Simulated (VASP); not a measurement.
GaSb (vib):

```
CELL_PARAMETERS angstrom
0.00000 3.06860 3.06860
3.06860 0.00000 3.06860
3.06860 3.06860 0.00000
ATOMIC_POSITIONS crystal
Ga 0.00000 0.00000 0.00000
Sb 0.25000 0.25000 0.25000
```

| Property | Result |
| --- | --- |
| Program | VASP 6.6.1 |
| Task | relaxation of cell and atoms |
| Functional | LDA |
| Potentials or basis | VASP PAW LDA potentials, release 64 (Ga_d, Sb) |
| Cutoff | 600 eV |
| k mesh | 10 × 10 × 10 |
| Occupations | gaussian, width 0.1 eV |
| Spin | no spin polarisation |

At the start: pressure -2.0 GPa; volume 28.89 Å³/atom.

Question: How do energy, volume and symmetry change on relaxing?

Answer: Over 3 steps the energy falls by 7.4 meV/atom and the volume is 27.76 Å³/atom (-3.9 %); space group F-43m (No. 216, to 0.05 Å).

Step by step:
| step | energy change (eV) | largest force (eV/Å) | pressure (GPa) | volume (Å³) |
| --- | --- | --- | --- | --- |
| 1 | 0.0000 | 0.0000 | -2.04 | 57.79 |
| 2 | -0.0131 | 0.0000 | 0.77 | 54.77 |
| 3 | -0.0149 | 0.0000 | -0.01 | 55.52 |

Final structure:
```
CELL_PARAMETERS angstrom
0.00000 3.02790 3.02790
3.02790 0.00000 3.02790
3.02790 3.02790 0.00000
ATOMIC_POSITIONS crystal
Ga 0.00000 0.00000 0.00000
Sb 0.25000 0.25000 0.25000
```
